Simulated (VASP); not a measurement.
# SiN2 (I-42d) in VASP: single point with LDA

Aim: the single point of SiN2 with LDA.

Everything below comes from runs of VASP 6.6.1. Logs are shortened: lines on timing, memory, paths and dates and some standing lists are left out, and cuts for length are marked.

## 1. The cell of the first run

Symmetry: I-42d, No. 122, tetragonal system. The conventional cell has a = 4.412 Å, b = 4.412 Å, c = 9.964 Å, α = 90.00°, β = 90.00°, γ = 90.00°. Si (site symmetry -4) has 4 N at 1.66 Å within 2.2 Å. Within 2.3 Å of N (site symmetry 2) lie 2 Si at 1.66 Å and 2 N at 2.21 Å.

## 2. Single point, LDA

Contents of INCAR:

```
SYSTEM = SiN2
  PREC = Accurate
  ENCUT = 520
  EDIFF = 1E-6
  ISMEAR = 0
  SIGMA = 0.1
  LREAL = .FALSE.
  LASPH = .TRUE.
  NELM = 100
  ALGO = Normal
  ISIF = 2
  LWAVE = .FALSE.
  LCHARG = .FALSE.
  NBANDS = 23
```

Contents of KPOINTS:

```
regular mesh
0
G
  12 12 12
  0 0 0
```

Contents of POSCAR:

```
SiN2
1.0
   -2.2059871946      2.2059871946      4.9821887060
    2.2059871946     -2.2059871946      4.9821887060
    2.2059871946      2.2059871946     -4.9821887060
Si N
2 4
Direct
    0.0000000000      0.0000000000      0.0000000000
    0.7500000000      0.2500000000      0.5000000000
    0.3750000000      0.1104352423      0.2354352423
    0.8604352423      0.6250000000      0.7354352423
    0.8895647577      0.1250000000      0.2645647577
    0.8750000000      0.1395647577      0.7645647577
```

Potentials or basis: VASP PAW LDA potentials, release 64 (Si, N).

Started as:

```sh
$ cat potpaw_LDA.64/Si/POTCAR potpaw_LDA.64/N/POTCAR > POTCAR
$ mpirun -np 1 vasp_std > vasp.out
```

OUTCAR:

```text
SYSTEM = SiN2
   PREC = Accurate
   ENCUT = 520
   EDIFF = 1E-6
   ISMEAR = 0
   LREAL = .FALSE.
   LASPH = .TRUE.
   NELM = 100
   ISIF = 2

 ion  position               nearest neighbor table
   1  0.000  0.000  0.000-   6 1.66   4 1.66   3 1.66   5 1.66
   2  0.750  0.250  0.500-   5 1.66   4 1.66   3 1.66   6 1.66
   3  0.375  0.110  0.235-   1 1.66   2 1.66
   4  0.860  0.625  0.735-   1 1.66   2 1.66
   5  0.890  0.125  0.265-   2 1.66   1 1.66
   6  0.875  0.140  0.765-   1 1.66   2 1.66

  LATTYP: Found a body centered tetragonal cell.
 ALAT       =     4.4119743892
 C/A-ratio  =     2.2584848716

  Lattice vectors:

 A1 = (  -2.2059871946,   2.2059871946,   4.9821887060)
 A2 = (   2.2059871946,  -2.2059871946,   4.9821887060)
 A3 = (   2.2059871946,   2.2059871946,  -4.9821887060)

Analysis of symmetry for initial positions (statically):
=====================================================================
 Subroutine PRICEL returns:
 Original cell was already a primitive cell.

 Routine SETGRP: Setting up the symmetry group for a
 body centered tetragonal supercell.

 Subroutine GETGRP returns: Found  8 space group operations
 (whereof  4 operations were pure point group operations)
 out of a pool of 16 trial point group operations.

The static configuration has the point symmetry S_4 .
 The point group associated with its full space group is D_2d.

Analysis of symmetry for dynamics (positions and initial velocities):
=====================================================================
 Subroutine PRICEL returns:
 Original cell was already a primitive cell.

 Routine SETGRP: Setting up the symmetry group for a
 body centered tetragonal supercell.

 Subroutine GETGRP returns: Found  8 space group operations
 (whereof  4 operations were pure point group operations)
 out of a pool of 16 trial point group operations.

The dynamic configuration has the point symmetry S_4 .
 The point group associated with its full space group is D_2d.

 Subroutine INISYM returns: Found  8 space group operations
 (whereof  4 operations are pure point group operations),
 and found     1 'primitive' translations

----------------------------------------------------------------------------------------

                                     Primitive cell

  volume of cell :      96.9809

  direct lattice vectors                    reciprocal lattice vectors
    -2.205987195  2.205987195  4.982188706     0.000000000  0.226655894  0.100357499
     2.205987195 -2.205987195  4.982188706     0.226655894  0.000000000  0.100357499
     2.205987195  2.205987195 -4.982188706     0.226655894  0.226655894  0.000000000

  length of vectors
     5.878346988  5.878346988  5.878346988     0.247880056  0.247880056  0.320539839

  position of ions in fractional coordinates (direct lattice)
     0.000000000  0.000000000  0.000000000
     0.750000000  0.250000000  0.500000000
     0.375000000  0.110435242  0.235435242
     0.860435242  0.625000000  0.735435242
     0.889564758  0.125000000  0.264564758
     0.875000000  0.139564758  0.764564758

  ion indices of the primitive-cell ions
   primitive index   ion index
                 1           1
                 2           2
                 3           3
                 4           4
                 5           5
                 6           6

----------------------------------------------------------------------------------------

 KPOINTS: regular mesh

Automatic generation of k-mesh.
 Grid dimensions read from file:
 generate k-points for:   12   12   12

 Generating k-lattice:

  Cartesian coordinates                     Fractional coordinates (reciprocal lattice)
     0.000000000  0.018887991  0.008363125     0.083333333  0.000000000  0.000000000
     0.018887991  0.000000000  0.008363125     0.000000000  0.083333333  0.000000000
     0.018887991  0.018887991  0.000000000     0.000000000  0.000000000  0.083333333

  Length of vectors
     0.020656671  0.020656671  0.026711653

  Shift w.r.t. Gamma in fractional coordinates (k-lattice)
     0.000000000  0.000000000  0.000000000

 Subroutine IBZKPT returns following result:
 ===========================================

 Found    163 irreducible k-points:

 Following reciprocal coordinates:
            Coordinates               Weight
  0.000000  0.000000  0.000000      1.000000
  0.083333 -0.000000  0.000000      8.000000
  0.166667 -0.000000  0.000000      8.000000
  0.250000 -0.000000  0.000000      8.000000
  0.333333 -0.000000  0.000000      8.000000
  0.416667  0.000000  0.000000      8.000000
[... 16 lines left out ...]
  0.500000  0.166667  0.000000     16.000000
 -0.416667  0.166667 -0.000000     16.000000
 [... further k-points ...]
   k-points           NKPTS =    163   k-points in BZ     NKDIM =    163   number of bands    NBANDS=     23
   number of dos      NEDOS =    301   number of ions     NIONS =      6
   total plane-waves  NPLWV = 110592
   dimension x,y,z NGX =    48 NGY =   48 NGZ =   48
   dimension x,y,z NGXF=    96 NGYF=   96 NGZF=   96
   ions per type =               2   4
   NGX,Y,Z   is equivalent  to a cutoff of  13.57, 13.57, 13.57 a.u.
   NGXF,Y,Z  is equivalent  to a cutoff of  27.15, 27.15, 27.15 a.u.
 SYSTEM =  SiN2
   PREC   = accura    normal or accurate (medium, high low for compatibility)
   ISTART =      0    job   : 0-new  1-cont  2-samecut
   ICHARG =      2    charge: 1-file 2-atom 10-const
   ISPIN  =      1    spin polarized calculation?
   LNONCOLLINEAR =      F non collinear calculations
   LSORBIT =      F    spin-orbit coupling
   LASPH  =      T    aspherical Exc in radial PAW
   ENCUT  =  520.0 eV  38.22 Ry    6.18 a.u.  10.93 10.93 10.93*2*pi/ulx,y,z
   NELM   =    100;   NELMIN=  2; NELMDL= -5     # of ELM steps
   EDIFF  = 0.1E-05   stopping-criterion for ELM
   LREAL  =      F    real-space projection
   EDIFFG = 0.1E-04   stopping-criterion for IOM
   NSW    =      0    number of steps for IOM
   IBRION =     -1    ionic relax: 0-MD 1-quasi-New 2-CG
   NFREE  =      0    steps in history (QN), initial steepest desc. (CG)
   ISIF   =      2    stress and relaxation
   ISYM   =      2    0-nonsym 1-usesym 2-fastsym
   POTIM  = 0.5000    time-step for ionic-motion
   TEBEG  =    0.0;   TEEND  =   0.0 temperature during run
   PSTRESS=    0.0 pullay stress
   NELECT =      28.0000    total number of electrons
   NUPDOWN=      -1.0000    fix difference up-down
   EMIN   =  10.00;   EMAX   =-10.00  energy-range for DOS
   EFERMI =   0.00;   METHOD = LEGACY
   ISMEAR =     0;   SIGMA  =   0.10  broadening in eV -4-tet -1-fermi 0-gaus
   EFERMI_NEDOS =   21; number of points for ismear=-14 and -15
   IALGO  =     38    algorithm
   IMIX   =      4    mixing-type and parameters
     AMIX     =   0.40;   BMIX     =  1.00
     AMIX_MAG =   1.60;   BMIX_MAG =  1.00
  volume/ion in A,a.u.               =      16.16       109.08
  Fermi-wavevector in a.u.,A,eV,Ry     =   1.082012  2.044706 15.929024  1.170750
  Thomas-Fermi vector in A             =   2.218043
   LORBIT       =      0    0 simple, 1 ext, 2 COOP (PROOUT), +10 PAW based schemes
   GGA     = CA    functional components
   LHFCALC =     F    Hartree Fock is set to
   AEXX    =    0.0000 exact exchange contribution
   IVDW    =     0    specifies the selected vdW correction
   LEPSILON=     F    determine dielectric tensor
   LRPA    =     F    only Hartree local field effects (RPA)
 non-spin polarized calculation
 Gauss-broadening in eV      SIGMA  =   0.10
  energy-cutoff  :      520.00
  volume of cell :       96.98
 maximum number of plane-waves:      2635
 NGX is ok and might be reduce to    48
   NGX = 21   NGY = 21   NGZ = 21

 number of electron      28.0000000 magnetization

 Free energy of the ion-electron system (eV)
  ---------------------------------------------------
  ext. energy  EPLUGINS =         0.00000000
  ---------------------------------------------------
  free energy    TOTEN  =       -46.45876287 eV

  energy without entropy =      -46.43214383  energy(sigma->0) =      -46.44545335

 E-fermi :   0.7308     XC(G=0):  -8.5924

 val. band max:        0.7302362841   @ k =  -0.2500   0.2500   0.2500
 cond. band min:       0.7310319272   @ k =  -0.4167   0.4167   0.1667
 fundamental gap:      0.0007956430
 Fermi energy:         0.7308172294

 k-point     1 :       0.0000    0.0000    0.0000
  band No.  band energies     occupation
      1     -16.0881      2.00000
      2     -14.2240      2.00000
      3     -11.4705      2.00000
      4     -11.4705      2.00000
      5      -9.6310      2.00000
      6      -6.4274      2.00000
[... 15 lines left out ...]
     22      11.6921      0.00000
     23      12.6560      0.00000

 k-point     2 :       0.0833   -0.0000    0.0000
  band No.  band energies     occupation
      1     -16.0605      2.00000
      2     -14.2229      2.00000
      3     -11.6578      2.00000
      4     -11.4703      2.00000
      5      -9.4664      2.00000
      6      -6.3674      2.00000
[... 15 lines left out ...]
     22      11.5988      0.00000
     23      11.9670      0.00000

 k-point     3 :       0.1667   -0.0000    0.0000
  band No.  band energies     occupation
      1     -15.9809      2.00000
      2     -14.2176      2.00000
      3     -12.0762      2.00000
      4     -11.4698      2.00000
      5      -9.1165      2.00000
      6      -6.1978      2.00000
[... 15 lines left out ...]
     22      11.0534      0.00000
     23      11.5801      0.00000

 k-point     4 :       0.2500   -0.0000    0.0000
  band No.  band energies     occupation
      1     -15.8602      2.00000
      2     -14.2022      2.00000
      3     -12.5531      2.00000
      4     -11.4691      2.00000
      5      -8.7535      2.00000
      6      -5.9482      2.00000
[... 15 lines left out ...]
     22      10.4106      0.00000
     23      11.3517      0.00000

 k-point     5 :       0.3333   -0.0000    0.0000
  band No.  band energies     occupation
      1     -15.7213      2.00000
      2     -14.1665      2.00000
      3     -13.0011      2.00000
      4     -11.4684      2.00000
      5      -8.4564      2.00000
      6      -5.6575      2.00000
[... 15 lines left out ...]
     22       9.9752      0.00000
     23      11.1270      0.00000

 k-point     6 :       0.4167    0.0000    0.0000
  band No.  band energies     occupation
      1     -15.6034      2.00000
      2     -14.1033      2.00000
      3     -13.3559      2.00000
      4     -11.4678      2.00000
      5      -8.2636      2.00000
      6      -5.3587      2.00000
[... 15 lines left out ...]
     22       9.9428      0.00000
     23      10.9646      0.00000

 k-point     7 :       0.5000   -0.0000    0.0000
  band No.  band energies     occupation
      1     -15.5558      2.00000
      2     -14.0555      2.00000
      3     -13.5106      2.00000
      4     -11.4676      2.00000
      5      -8.1968      2.00000
      6      -5.0745      2.00000
[... 353 lines left out ...]
     22      10.6470      0.00000
     23      10.9600      0.00000

 k-point    21 :       0.3333    0.1667    0.0000
  band No.  band energies     occupation
      1     -15.5326      2.00000
      2     -14.3385      2.00000
      3     -12.9329      2.00000
      4     -11.9346      2.00000
      5      -7.8350      2.00000
      6      -5.7237      2.00000
[... 15 lines left out ...]
     22      10.3996      0.00000
     23      10.7958      0.00000

 k-point    22 :       0.4167    0.1667    0.0000
  band No.  band energies     occupation
      1     -15.4283      2.00000
      2     -14.2582      2.00000
      3     -13.2693      2.00000
      4     -11.9364      2.00000
      5      -7.6768      2.00000
      6      -5.4863      2.00000
[... 15 lines left out ...]
     22      10.3635      0.00000
     23      10.7830      0.00000

 k-point    23 :       0.5000    0.1667    0.0000
  band No.  band energies     occupation
      1     -15.4269      2.00000
      2     -14.0804      2.00000
      3     -13.4950      2.00000
      4     -11.9359      2.00000
      5      -7.6824      2.00000
      6      -5.2375      2.00000
[... 15 lines left out ...]
     22      10.0255      0.00000
     23      10.9214      0.00000

 k-point    24 :      -0.4167    0.1667   -0.0000
  band No.  band energies     occupation
      1     -15.5214      2.00000
      2     -13.9460      2.00000
      3     -13.4719      2.00000
      4     -11.9344      2.00000
      5      -7.8291      2.00000
      6      -5.1608      2.00000
[... 15 lines left out ...]
     22       9.7620      0.00000
     23      11.2165      0.00000

 [... further k-points ...]
[... 5 lines left out ...]
  --------------------------------------------------------------------------------------
  -------------------------------------------------------------------------------------
  Total        0.0541779      0.0541779      0.0623563      0.0000000      0.0000000      0.0000000
  in kB        0.8950480      0.8950480      1.0301597      0.0000000      0.0000000      0.0000000
  external PRESSURE =       0.9400853 kB  Pullay stress =       0.0000000 kB

 VOLUME and BASIS-vectors are now :
 -----------------------------------------------------------------------------
  energy-cutoff  :      520.00
  volume of cell :       96.98
      direct lattice vectors                 reciprocal lattice vectors
    -2.205987195  2.205987195  4.982188706     0.000000000  0.226655894  0.100357499
     2.205987195 -2.205987195  4.982188706     0.226655894  0.000000000  0.100357499
     2.205987195  2.205987195 -4.982188706     0.226655894  0.226655894  0.000000000

 POSITION                                       TOTAL-FORCE (eV/Angst)
 -----------------------------------------------------------------------------------
      0.00000      0.00000      0.00000        -0.000000     -0.000000      0.000000
      0.00000      2.20599      2.49109         0.000000     -0.000000     -0.000000
     -0.06426      1.10299      1.24555         0.004872     -0.000000     -0.000000
      1.10299      2.14173      3.73664         0.000000      0.004872     -0.000000
     -1.10299      2.27025      3.73664         0.000000     -0.004872      0.000000
      0.06426      3.30898      1.24555        -0.004872     -0.000000      0.000000
 -----------------------------------------------------------------------------------
    total drift:                               -0.000000     -0.000000     -0.000000

  FREE ENERGIE OF THE ION-ELECTRON SYSTEM (eV)
  ---------------------------------------------------
  free  energy   TOTEN  =       -46.4587628717 eV

  energy  without entropy=      -46.4321438285  energy(sigma->0) =      -46.44545335
```

Run time: 4.6 min. Hardware: 1 thread of Intel Xeon 6975P-C (Granite Rapids), shared host; peak memory 0.43 GiB.

Results:

```yaml
Free_energy: -46.4588 eV
Pressure: 0.1 GPa
Largest_force: 0.005 eV/Å
Band_gap_on_the_k_mesh: zero (bands 14 and 15 overlap by 1.45 eV)
```

Forces in eV/Å, atoms in the order of the input:
```
Si   0.000  0.000  0.000
Si   0.000  0.000  0.000
N    0.005  0.000  0.000
N    0.000  0.005  0.000
N    0.000 -0.005  0.000
N   -0.005  0.000  0.000
```

Levels at points of the mesh, in eV from the Fermi level:
```tsv
k point	band 12	band 13	band 14	band 15	band 16	band 17
(0.00, 0.00, 0.00)	-1.81	-0.68	0.76	2.81	2.81	4.15
(0.50, 0.00, 0.00)	-1.44	-1.02	-0.71	0.06	2.77	5.55
(0.50, 0.50, 0.00)	-1.74	-0.96	-0.96	-0.47	-0.47	7.10
(0.50, 0.50, 0.50)	-2.85	-0.03	-0.03	2.69	2.69	6.43
```
